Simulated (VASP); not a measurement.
A run of VASP 6.6.1:

File INCAR:

```
SYSTEM = C
PREC = Accurate
ENCUT = 520
EDIFF = 1E-8
ISMEAR = 0
SIGMA = 0.01
LREAL = .False.
LASPH = .True.
NELM = 80
ALGO = Normal
ISIF = 2
LWAVE = .False.
LCHARG = .False.
GGA = CA
IBRION = 8
NSW = 1
```

KPOINTS

```
regular mesh
0
Gamma
  12 12 12
  0 0 0
```

POSCAR

```
C
1.0
    1.7683944308      1.7683944308      0.0000000000
   -1.7683944308      1.7683944308      0.0000000000
    0.0000000000      1.7683944308      1.7683944308
C
2
Direct
    0.5000000000      0.5000000000      0.0000000000
    0.7500000000      0.2500000000      0.5000000000
```

Potentials or basis: VASP PAW LDA potentials, release 64 (C).

Run with:

```sh
$ cat potpaw_LDA.64/C/POTCAR > POTCAR
$ mpirun -np 1 vasp_std > vasp.out
```

Hardware: 1 thread of Intel(R) Xeon(R) Platinum 8375C CPU @ 2.90GHz (Ice Lake), on a shared host.

**Question.** How long does it take, and how much memory?

**Answer.** It took 41 s on 1 thread of Intel(R) Xeon(R) Platinum 8375C CPU @ 2.90GHz (Ice Lake), with other jobs on the host, peak memory 0.16 GiB. Counts: scf iterations 25, k points 72.
